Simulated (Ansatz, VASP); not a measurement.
**ZnSe: VASP beside Ansatz**

```
Zn Se
1.0
     0.00000    2.80742    2.80742
     2.80742    0.00000    2.80742
     2.80742    2.80742    0.00000
Zn Se
1 1
Direct
  0.00000 0.00000 0.00000
  0.25000 0.25000 0.25000
```

Alike in both runs: task single point; functional PBE; k mesh 6 × 6 × 6; no spin polarisation.

|  | VASP | Ansatz |
| --- | --- | --- |
| version | VASP 6.6.1 | Ansatz 0.2.0 |
| potentials or method | VASP PAW PBE potentials, release 64 (Zn, Se) | plane waves, PAW |
| plane-wave cutoff (eV) | 520 | 420 |
| occupations | gaussian, width 0.01 eV | fixed |
| valence electrons in the cell | 18 | 28 |

|  | VASP | Ansatz | Ansatz less VASP |
| --- | --- | --- | --- |
| gap on the k mesh at the Fermi level (eV) | 1.40 | 1.40 | -0.003 |
| pressure (GPa) | 4.4 | 4.1 | -0.27 |

VASP's potentials hold 18 valence electrons a cell and Ansatz's 28, so a difference there can come from the potentials and not from the codes.
